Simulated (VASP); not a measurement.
Input of a VASP 6.6.1 run:

The input INCAR:

```
SYSTEM = KCl
ALGO = Normal
EDIFF = 1E-7
ENCUT = 520
GGA = PS
ISIF = 2
ISMEAR = 0
LASPH = .True.
LCHARG = .False.
LREAL = .False.
LWAVE = .False.
NBANDS = 24
NELM = 80
PREC = Accurate
SIGMA = 0.05
```

KPOINTS

```
k-points
0
Gamma
  6 6 6
  0 0 0
```

POSCAR

```
KCl
1.0
    0.0000000000     -3.1207041401     -3.3391534299
   -3.1207041401      0.0000000000     -3.3391534299
    3.1207041401      3.1207041401     -6.6783068599
K Cl
2 2
Direct
    0.5000000000      0.5000000000      0.5000000000
    0.0000000000      1.0000000000      0.0000000000
    0.7500000000      0.7500000000      0.7500000000
    0.2500000000      0.2500000000      0.2500000000
```

Potentials or basis: VASP PAW PBE potentials, release 64 (K_sv, Cl).

Run with:

```sh
$ cat potpaw_PBE.64/K_sv/POTCAR potpaw_PBE.64/Cl/POTCAR > POTCAR
$ mpirun -np 1 vasp_std > vasp.out
```

(1) Estimate the band gap on the k mesh.

(2) Predict the pressure.

Answers

(1) 4.87 eV.

(2) -0.8 GPa.

Caveat: the PAW data sets were made with another functional, which shifts forces and pressure a little.
